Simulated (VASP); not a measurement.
The system is Hg.

```
Hg
1.0
     6.35891    0.00000    0.00000
     0.00000    6.35891    0.00000
     0.00000    0.00000    6.35891
Hg
8
Direct
  0.50000 0.50000 0.50000
  0.00000 0.00000 0.00000
  0.25000 0.00000 0.50000
  0.50000 0.25000 0.00000
  0.50000 0.75000 0.00000
  0.75000 0.00000 0.50000
  0.00000 0.50000 0.75000
  0.00000 0.50000 0.25000
```

| Quantity | Value |
| --- | --- |
| Program | VASP 6.6.1 |
| Task | relaxation of cell and atoms |
| Functional | PBEsol |
| Potentials or basis | VASP PAW PBE potentials, release 64 (Hg) |
| Cutoff | 600 eV |
| k mesh | 4 × 4 × 4 |
| Occupations | gaussian, width 0.02 eV |
| Spin | no spin polarisation |

At the start: pressure -2.7 GPa; volume 32.14 Å³/atom.

**Question.** How do energy, volume and symmetry change on relaxing?

**Answer.** Over 7 steps the energy falls by 105.2 meV/atom and the volume is 23.58 Å³/atom (-26.6 %); space group Pm-3n (No. 223, to 0.1 Å) before and after.

Step by step:
```csv
step,energy change (eV),largest force (eV/Å),pressure (GPa),volume (Å³)
1,0.0000,0.0000,-2.70,257.13
2,-0.3154,0.0000,-2.38,237.49
3,-0.8296,0.0000,1.00,184.62
4,-0.7963,0.0000,-1.42,196.82
5,-0.8411,0.0000,-0.21,189.40
6,-0.8416,0.0000,0.08,188.19
7,-0.8417,0.0000,-0.05,188.67
```

Final structure:
```
Hg
1.0
     5.73546    0.00000    0.00000
     0.00000    5.73546    0.00000
     0.00000    0.00000    5.73546
Hg
8
Direct
  0.50000 0.50000 0.50000
  0.00000 0.00000 0.00000
  0.25000 0.00000 0.50000
  0.50000 0.25000 0.00000
  0.50000 0.75000 0.00000
  0.75000 0.00000 0.50000
  0.00000 0.50000 0.75000
  0.00000 0.50000 0.25000
```

Caveat: the volume moved by over 15 % at a fixed basis, so the end points are rough; the PAW data sets were made with another functional, which shifts forces and pressure a little.
